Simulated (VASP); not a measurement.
Set up this calculation in VASP 6.6.1, as the native input.

```yaml
Task: single point
Functional: PBE
Potentials_or_basis: VASP PAW PBE potentials, release 64 (N, As, Ga_d)
Cutoff: 520 eV
k_mesh: 9 × 9 × 4
Occupations: fermi-dirac, width 0.02 eV
Spin: no spin polarisation
Dipole_correction: no
Further_INCAR_settings: ALGO = Normal; EDIFF = 1e-06; NBANDS = 36
```

The structure of Ga3AsN2 lies in POSCAR:

```
Ga3AsN2
1.0
    3.3968588513      0.0000000000      0.0000000000
   -1.6984294257      2.9417660583      0.0000000000
    0.0000000000      0.0000000000      8.6146407459
N As Ga
2 1 3
Direct
    0.0000000000      0.0000000000      0.0203313791
    0.3333333333      0.6666666667      0.3112960113
    0.6666666667      0.3333333333      0.6592585211
    0.3333333333      0.6666666667      0.0859687479
    0.6666666667      0.3333333333      0.3754390578
    0.0000000000      0.0000000000      0.7977062828
```

These files were run (other wordings do the same):

INCAR

```
SYSTEM = Ga3AsN2
PREC = Accurate
ENCUT = 520
EDIFF = 1E-6
ISMEAR = -1
SIGMA = 0.02
LREAL = .FALSE.
LASPH = .TRUE.
NELM = 60
ALGO = Normal
ISIF = 2
LWAVE = .FALSE.
LCHARG = .FALSE.
GGA = PE
NBANDS = 36
```

KPOINTS

```
regular mesh
0
G
  9 9 4
  0 0 0
```

Potentials or basis: VASP PAW PBE potentials, release 64 (N, As, Ga_d).

Launch:

```sh
$ cat potpaw_PBE.64/N/POTCAR potpaw_PBE.64/As/POTCAR potpaw_PBE.64/Ga_d/POTCAR > POTCAR
$ mpirun -np 1 vasp_std > vasp.out
```

It gave:

```
Pressure               : 8.2 GPa
Largest force          : 0.483 eV/Å
Band gap on the k mesh : zero (bands 27 and 28 overlap by 0.36 eV)
```

Caveat: the cell stands under pressure; semilocal functionals underestimate gaps, so a narrow gap can read as zero.

It took 61 s on 1 thread of Intel(R) Xeon(R) 6975P-C (Granite Rapids) (shared host), peak memory 0.27 GiB.
